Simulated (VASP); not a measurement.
Crystal: MnHg3.

```
Mn Hg
1.0
     4.41785    0.00000    0.00000
     0.00000    4.41785    0.00000
     0.00000    0.00000    4.41785
Mn Hg
1 3
Direct
  0.00000 0.00000 0.00000
  0.50000 0.00000 0.50000
  0.00000 0.50000 0.50000
  0.50000 0.50000 0.00000
```

```yaml
Program: VASP 6.6.1
Task: relaxation of cell and atoms
Functional: PBE
Potentials_or_basis: VASP PAW PBE potentials, release 64 (Mn_pv, Hg)
Cutoff: 600 eV
k_mesh: 10 × 10 × 10
Occupations: gaussian, width 0.1 eV
Spin: no spin polarisation
```

At the start: pressure -7.5 GPa; volume 21.56 Å³/atom.

Problem. How do energy, volume and symmetry change on relaxing?

Solution. Over 4 steps the energy falls by 65.2 meV/atom and the volume is 19.12 Å³/atom (-11.3 %); space group Pm-3m (No. 221, to 0.1 Å) before and after.

Step by step:
| step | energy change (eV) | largest force (eV/Å) | pressure (GPa) | volume (Å³) |
| --- | --- | --- | --- | --- |
| 1 | 0.0000 | 0.0000 | -7.48 | 86.22 |
| 2 | -0.2302 | 0.0000 | 3.00 | 74.27 |
| 3 | -0.2607 | 0.0000 | -0.14 | 76.66 |
| 4 | -0.2608 | 0.0000 | 0.08 | 76.48 |

Final structure:
```
Mn Hg
1.0
     4.24474    0.00000    0.00000
     0.00000    4.24474    0.00000
     0.00000    0.00000    4.24474
Mn Hg
1 3
Direct
  0.00000 0.00000 0.00000
  0.50000 0.00000 0.50000
  0.00000 0.50000 0.50000
  0.50000 0.50000 0.00000
```

Caveat: the run has no spin polarisation, though such a crystal can be magnetic.
